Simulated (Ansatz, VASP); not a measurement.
# Two plane-wave programs on La2Ir

Contents of INCAR:

```
SYSTEM = La2Ir
PREC     = Accurate       ! precision mode
ENCUT    = 600            ! plane-wave cutoff, eV
EDIFF    = 1E-7           ! SCF threshold, eV
ISMEAR   = 0              ! smearing method
SIGMA    = 0.1            ! smearing width, eV
LREAL    = .FALSE.        ! projectors in reciprocal space
LASPH    = .TRUE.         ! aspherical terms in the spheres
NELM     = 100            ! most SCF steps
ALGO     = Fast           ! electronic algorithm
ISIF     = 3              ! what is computed and relaxed
LWAVE    = .FALSE.        ! write WAVECAR
LCHARG   = .FALSE.        ! write CHGCAR
GGA      = PE             ! functional
IBRION   = 2              ! ionic algorithm
NSW      = 100            ! ionic steps
EDIFFG   = -0.01          ! ionic threshold
```

Contents of KPOINTS:

```
regular mesh
0
G
  12 12 8
  0 0 0
```

POSCAR

```
La2Ir
1.0
    4.2577340704      0.0000000000      0.0000000000
   -2.1288670352      3.6873058675      0.0000000000
    0.0000000000      0.0000000000      6.6556926029
La Ir
2 1
Direct
    0.3333333333      0.6666666667      0.2240330997
    0.6666666667      0.3333333333      0.7759669003
    0.0000000000      0.0000000000      0.0000000000
```

Input for Ansatz:

```yaml
crystal:
  lattice:
    - [4.2577340704, 0.0, 0.0]
    - [-2.1288670352, 3.6873058675, 0.0]
    - [0.0, 0.0, 6.6556926029]
  atoms:
    - { symbol: La, position: [0.3333333333, 0.6666666667, 0.2240330997] }
    - { symbol: La, position: [0.6666666667, 0.3333333333, 0.7759669003] }
    - { symbol: Ir, position: [0.0, 0.0, 0.0] }
basis:
  ecutwfc: 420
kpoints:
  mp_grid: { grid: [12, 12, 8] }
hamiltonian:
  xc: pbe
scf:
  occupations: { method: gaussian, width: 0.1 }
output:
  forces: true
  stress: true
  eigenvalues: true
relax:
  adjacent_minimum: "off"
  f_tol: 0.01
  max_steps: 80
  cell: { stress_tol: 0.05 }
```

Change from the starting cell: species swapped into the FeI2 type (P-3m1, No. 164).

Alike in both runs: task relaxation of cell and atoms; functional PBE; k mesh 12 × 12 × 8; occupations gaussian, width 0.1 eV; no spin polarisation.

```csv
,VASP,Ansatz
version,VASP 6.6.1,Ansatz 0.2.0
potentials or method,"VASP PAW PBE potentials, release 64 (La, Ir), cutoff 600 eV","scalar-relativistic, plane waves, PAW"
valence electrons in the cell,31,39
```

Ansatz gave:

| Quantity | Value |
| --- | --- |
| gap on the k mesh at the Fermi level, each at its own relaxed structure (eV) | none |
| relaxed volume (Å³/atom) | 35.36 |
| relaxed length of the cell vector where the two differ most in proportion (Å) | 6.721 |

Q: Which values does VASP return?

A: gap on the k mesh at the Fermi level, each at its own relaxed structure (eV): none; relaxed volume (Å³/atom): 35.36; relaxed length of the cell vector where the two differ most in proportion (Å): 6.722.

A gap of «none» marks a metal or a gap that the smearing closes. VASP's potentials hold 31 valence electrons a cell and Ansatz's 39, so a difference there can come from the potentials and not from the codes.

Neither program's run includes spin-orbit coupling.
